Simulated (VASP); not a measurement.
# Rh (P6_3/mmc) in VASP: notebook

Runs on Rh. Level: r2SCAN. Tasks: single point.

Everything below comes from runs of VASP 6.6.1. Logs are shortened: lines on timing, memory, paths and dates and some standing lists are left out, and cuts for length are marked.

## 1. The cell of the first run

Symmetry: P6_3/mmc, No. 194, hexagonal system. The conventional cell has a = 2.792 Å, b = 2.792 Å, c = 9.119 Å, α = 90.00°, β = 90.00°, γ = 120.00°. Within 3.7 Å of Rh (site symmetry -3m) lie 12 Rh at 2.79 Å. Within 3.7 Å of Rh (site symmetry -6m2) lie 12 Rh at 2.79 Å.

This isn't the form of Rh at room conditions, which is fcc.

## 2. Single point, r2SCAN, collinear spin, ferromagnetic start (15.39 Å³/atom)

POSCAR

```
Rh
1.0
    2.7920802043      0.0000000000      0.0000000000
   -1.3960401021      2.4180123864      0.0000000000
    0.0000000000      0.0000000000      9.1186002461
Rh
4
Direct
    1.0000000000      1.0000000000      1.0000000000
    1.0000000000      1.0000000000      0.5000000000
    0.3333333333      0.6666666667      0.2500000000
    0.6666666667      0.3333333333      0.7500000000
```

INCAR.step1

```
PREC = Accurate ; ENCUT = 520
ISMEAR = -1 ; SIGMA = 0.05
LREAL = F ; LASPH = T
NELM = 150 ; ISPIN = 2
MAGMOM = 1 1 1 1 ; LMAXMIX = 4
NBANDS = 42 ; GGA = PE
ALGO = Normal ; EDIFF = 1E-4
LWAVE = T ; LCHARG = F
LUSENCCL = F
```

INCAR.step2

```
PREC = Accurate ; ENCUT = 520
EDIFF = 1E-7 ; ISMEAR = -1
SIGMA = 0.05 ; LREAL = F
LASPH = T ; NELM = 150
ALGO = Normal ; ISIF = 2
LWAVE = F ; LCHARG = T
ISPIN = 2 ; MAGMOM = 1 1 1 1
LORBIT = 11 ; LMAXMIX = 4
METAGGA = R2SCAN ; LMIXTAU = T
LELF = T ; LVHAR = T
NBANDS = 42 ; ISTART = 1
LUSENCCL = F
```

KPOINTS

```
Automatic mesh
0
Gamma
  18 18 5
```

Potentials or basis: VASP PAW PBE potentials, release 64 (Rh_pv).

The run is started by

```bash
> cat potpaw_PBE.64/Rh_pv/POTCAR > POTCAR
> cp INCAR.step1 INCAR
> mpirun -np 1 vasp_std > vasp.out
> cp INCAR.step2 INCAR
> mpirun -np 1 vasp_std > vasp.out
```

OUTCAR:

```text
PREC = Accurate
   ENCUT = 520
   EDIFF = 1E-7
   ISMEAR = -1
   LREAL = F
   LASPH = T
   NELM = 150
   ISIF = 2
   ISPIN = 2
   LORBIT = 11
   METAGGA = R2SCAN
   ISTART = 1

 ion  position               nearest neighbor table
   1  0.000  0.000  0.000-   3 2.79   4 2.79   4 2.79   3 2.79   4 2.79   3 2.79
   2  0.000  0.000  0.500-   3 2.79   4 2.79   4 2.79   3 2.79   4 2.79   3 2.79
   3  0.333  0.667  0.250-   1 2.79   2 2.79   1 2.79   2 2.79   1 2.79   2 2.79
   4  0.667  0.333  0.750-   1 2.79   2 2.79   1 2.79   2 2.79   1 2.79   2 2.79

  LATTYP: Found a hexagonal cell.
 ALAT       =     2.7920802043
 C/A-ratio  =     3.2658804830

  Lattice vectors:

 A1 = (   2.7920802043,   0.0000000000,   0.0000000000)
 A2 = (  -1.3960401021,   2.4180123864,   0.0000000000)
 A3 = (   0.0000000000,   0.0000000000,   9.1186002461)

Analysis of symmetry for initial positions (statically):
=====================================================================
 Subroutine PRICEL returns:
 Original cell was already a primitive cell.

 Routine SETGRP: Setting up the symmetry group for a
 hexagonal supercell.

 Subroutine GETGRP returns: Found 24 space group operations
 (whereof 12 operations were pure point group operations)
 out of a pool of 24 trial point group operations.

The static configuration has the point symmetry D_3d.
 The point group associated with its full space group is D_6h.

Analysis of symmetry for dynamics (positions and initial velocities):
=====================================================================
 Subroutine PRICEL returns:
 Original cell was already a primitive cell.

 Routine SETGRP: Setting up the symmetry group for a
 hexagonal supercell.

 Subroutine GETGRP returns: Found 24 space group operations
 (whereof 12 operations were pure point group operations)
 out of a pool of 24 trial point group operations.

The dynamic configuration has the point symmetry D_3d.
 The point group associated with its full space group is D_6h.

Analysis of structural, dynamic, and magnetic symmetry:
=====================================================================
 Subroutine PRICEL returns:
 Original cell was already a primitive cell.

 Routine SETGRP: Setting up the symmetry group for a
 hexagonal supercell.

 Subroutine GETGRP returns: Found 24 space group operations
 (whereof 12 operations were pure point group operations)
 out of a pool of 24 trial point group operations.

The overall configuration has the point symmetry D_3d.
 The point group associated with its full space group is D_6h.

 Subroutine INISYM returns: Found 24 space group operations
 (whereof 12 operations are pure point group operations),
 and found     1 'primitive' translations

----------------------------------------------------------------------------------------

                                     Primitive cell

  volume of cell :      61.5623

  direct lattice vectors                    reciprocal lattice vectors
     2.792080204  0.000000000  0.000000000     0.358155901  0.206781406 -0.000000000
    -1.396040102  2.418012386  0.000000000     0.000000000  0.413562811  0.000000000
     0.000000000  0.000000000  9.118600246     0.000000000 -0.000000000  0.109665955

  length of vectors
     2.792080204  2.792080204  9.118600246     0.413562811  0.413562811  0.109665955

  position of ions in fractional coordinates (direct lattice)
     0.000000000  0.000000000  0.000000000
     0.000000000  0.000000000  0.500000000
     0.333333333  0.666666667  0.250000000
     0.666666667  0.333333333  0.750000000

  ion indices of the primitive-cell ions
   primitive index   ion index
                 1           1
                 2           2
                 3           3
                 4           4

----------------------------------------------------------------------------------------

 KPOINTS: Automatic mesh

Automatic generation of k-mesh.
 Grid dimensions read from file:
 generate k-points for:   18   18    5

 Generating k-lattice:

  Cartesian coordinates                     Fractional coordinates (reciprocal lattice)
     0.019897550  0.011487856 -0.000000000     0.055555556  0.000000000  0.000000000
     0.000000000  0.022975712  0.000000000     0.000000000  0.055555556  0.000000000
     0.000000000 -0.000000000  0.021933191     0.000000000  0.000000000  0.200000000

  Length of vectors
     0.022975712  0.022975712  0.021933191

  Shift w.r.t. Gamma in fractional coordinates (k-lattice)
     0.000000000  0.000000000  0.000000000

 Subroutine IBZKPT returns following result:
 ===========================================

 Found    111 irreducible k-points:

 Following reciprocal coordinates:
            Coordinates               Weight
  0.000000  0.000000  0.000000      1.000000
  0.055556  0.000000  0.000000      6.000000
  0.111111  0.000000  0.000000      6.000000
  0.166667  0.000000  0.000000      6.000000
  0.222222  0.000000  0.000000      6.000000
  0.277778  0.000000  0.000000      6.000000
[... 16 lines left out ...]
  0.333333  0.111111  0.000000     12.000000
  0.388889  0.111111  0.000000     12.000000
 [... further k-points ...]
   k-points           NKPTS =    111   k-points in BZ     NKDIM =    111   number of bands    NBANDS=     42
   number of dos      NEDOS =    301   number of ions     NIONS =      4
   total plane-waves  NPLWV =  40320
   dimension x,y,z NGX =    24 NGY =   24 NGZ =   70
   dimension x,y,z NGXF=    48 NGYF=   48 NGZF=  140
   ions per type =               4
   NGX,Y,Z   is equivalent  to a cutoff of  14.29, 14.29, 12.76 a.u.
   NGXF,Y,Z  is equivalent  to a cutoff of  28.58, 28.58, 25.52 a.u.
 SYSTEM =  unknown system
   PREC   = accura    normal or accurate (medium, high low for compatibility)
   ISTART =      1    job   : 0-new  1-cont  2-samecut
   ICHARG =      0    charge: 1-file 2-atom 10-const
   ISPIN  =      2    spin polarized calculation?
   LNONCOLLINEAR =      F non collinear calculations
   LSORBIT =      F    spin-orbit coupling
   LASPH  =      T    aspherical Exc in radial PAW
   ENCUT  =  520.0 eV  38.22 Ry    6.18 a.u.   5.19  5.19 16.95*2*pi/ulx,y,z
   NELM   =    150;   NELMIN=  2; NELMDL=  0     # of ELM steps
   EDIFF  = 0.1E-06   stopping-criterion for ELM
   LREAL  =      F    real-space projection
   EDIFFG = 0.1E-05   stopping-criterion for IOM
   NSW    =      0    number of steps for IOM
   IBRION =     -1    ionic relax: 0-MD 1-quasi-New 2-CG
   NFREE  =      0    steps in history (QN), initial steepest desc. (CG)
   ISIF   =      2    stress and relaxation
   ISYM   =      2    0-nonsym 1-usesym 2-fastsym
   POTIM  = 0.5000    time-step for ionic-motion
   TEBEG  =    0.0;   TEEND  =   0.0 temperature during run
   PSTRESS=    0.0 pullay stress
   NELECT =      60.0000    total number of electrons
   NUPDOWN=      -1.0000    fix difference up-down
   EMIN   =  10.00;   EMAX   =-10.00  energy-range for DOS
   EFERMI =   0.00;   METHOD = LEGACY
   ISMEAR =    -1;   SIGMA  =   0.05  broadening in eV -4-tet -1-fermi 0-gaus
   EFERMI_NEDOS =   21; number of points for ismear=-14 and -15
   IALGO  =     38    algorithm
   IMIX   =      4    mixing-type and parameters
     AMIX     =   0.40;   BMIX     =  1.00
     AMIX_MAG =   1.60;   BMIX_MAG =  1.00
  volume/ion in A,a.u.               =      15.39       103.86
  Fermi-wavevector in a.u.,A,eV,Ry     =   1.623132  3.067274 35.845311  2.634556
  Thomas-Fermi vector in A             =   2.716632
   LORBIT       =     11    0 simple, 1 ext, 2 COOP (PROOUT), +10 PAW based schemes
   METAGGA = R2SCAN    functional components
   LHFCALC =     F    Hartree Fock is set to
   AEXX    =    0.0000 exact exchange contribution
   IVDW    =     0    specifies the selected vdW correction
   LEPSILON=     F    determine dielectric tensor
   LRPA    =     F    only Hartree local field effects (RPA)
 spin polarized calculation
  energy-cutoff  :      520.00
  volume of cell :       61.56
 maximum number of plane-waves:      1674
 NGX is ok and might be reduce to    24
   NGX = 11   NGY = 11   NGZ = 33

 number of electron      59.9999993 magnetization      -0.0019734

 Free energy of the ion-electron system (eV)
  ---------------------------------------------------
  ext. energy  EPLUGINS =         0.00000000
  ---------------------------------------------------
  free energy    TOTEN  =       -95.97480669 eV

  energy without entropy =      -95.91976879  energy(sigma->0) =      -95.94728774

 E-fermi :   9.8074     XC(G=0): -14.3717

 val. band max:        9.8070618369   @ k =   0.2222   0.1667   0.0000
 cond. band min:       9.8135682328   @ k =   0.2778   0.1111   0.2000
 fundamental gap:      0.0065063958
 Fermi energy:         9.8074415302

 spin component 1

 k-point     1 :       0.0000    0.0000    0.0000
  band No.  band energies     occupation
      1     -38.3300      1.00000
      2     -38.0751      1.00000
      3     -38.0624      1.00000
      4     -37.8751      1.00000
      5     -37.8751      1.00000
      6     -37.8479      1.00000
[... 1069 lines left out ...]
     41      21.8023      0.00000
     42      23.7960      0.00000

 [... further k-points ...]

 spin component 2

 k-point     1 :       0.0000    0.0000    0.0000
  band No.  band energies     occupation
      1     -38.3306      1.00000
      2     -38.0755      1.00000
      3     -38.0631      1.00000
      4     -37.8756      1.00000
      5     -37.8756      1.00000
      6     -37.8484      1.00000
[... 1069 lines left out ...]
     41      21.8021      0.00000
     42      23.7958      0.00000

 [... further k-points ...]

------------------------ aborting loop because EDIFF is reached ----------------------------------------

  FORCE on cell =-STRESS in cart. coord.  units (eV):
  Direction    XX          YY          ZZ          XY          YZ          ZX
  --------------------------------------------------------------------------------------
  -------------------------------------------------------------------------------------
  Total       -8.7801586     -8.7801586     -8.9199451     -0.0000000      0.0000000      0.0000000
  in kB     -228.5063944   -228.5063945   -232.1443808     -0.0000000      0.0000000      0.0000000
  external PRESSURE =    -229.7190566 kB  Pullay stress =       0.0000000 kB

 VOLUME and BASIS-vectors are now :
 -----------------------------------------------------------------------------
  energy-cutoff  :      520.00
  volume of cell :       61.56
      direct lattice vectors                 reciprocal lattice vectors
     2.792080204  0.000000000  0.000000000     0.358155901  0.206781406 -0.000000000
    -1.396040102  2.418012386  0.000000000     0.000000000  0.413562811  0.000000000
     0.000000000  0.000000000  9.118600246     0.000000000 -0.000000000  0.109665955

 POSITION                                       TOTAL-FORCE (eV/Angst)
 -----------------------------------------------------------------------------------
      0.00000      0.00000      0.00000        -0.000000      0.000000      0.000000
      0.00000      0.00000      4.55930        -0.000000      0.000000      0.000000
     -0.00000      1.61201      2.27965         0.000000      0.000000     -0.000000
      1.39604      0.80600      6.83895         0.000000     -0.000000      0.000000
 -----------------------------------------------------------------------------------
    total drift:                               -0.000000      0.000000      0.000000

  FREE ENERGIE OF THE ION-ELECTRON SYSTEM (eV)
  ---------------------------------------------------
  free  energy   TOTEN  =       -95.9748066890 eV

  energy  without entropy=      -95.9197687851  energy(sigma->0) =      -95.94728774

 total charge

# of ion       s       p       d       tot
------------------------------------------
    1        0.381   6.231   7.029  13.640
    2        0.381   6.231   7.029  13.640
    3        0.381   6.233   7.029  13.643
    4        0.381   6.233   7.029  13.643
--------------------------------------------------
tot          1.524  24.927  28.115  54.566

 magnetization (x)

# of ion       s       p       d       tot
------------------------------------------
    1        0.000   0.000  -0.001  -0.000
    2        0.000   0.000  -0.001  -0.000
    3        0.000   0.000  -0.000  -0.000
    4        0.000   0.000  -0.000  -0.000
--------------------------------------------------
tot          0.000   0.000  -0.002  -0.002
```

It took 29 min on 1 × NVIDIA H100 80GB with 1 thread of AMD EPYC 7R13 (Zen 3), shared host; peak memory 1.5 GiB.

What came out:

| Quantity | Value |
| --- | --- |
| Free energy | -95.9748 eV |
| Pressure | -23.0 GPa |
| Band gap on the k mesh | zero (filled and empty bands overlap) |
| Net moment | 0.00 μB per cell |
| Valence electrons inside the program's atomic spheres | Rh 13.64 |

Caveat: the cell stands under tension; the PAW data sets were made with another functional, which shifts forces and pressure a little.

[end of part 1 of 2]
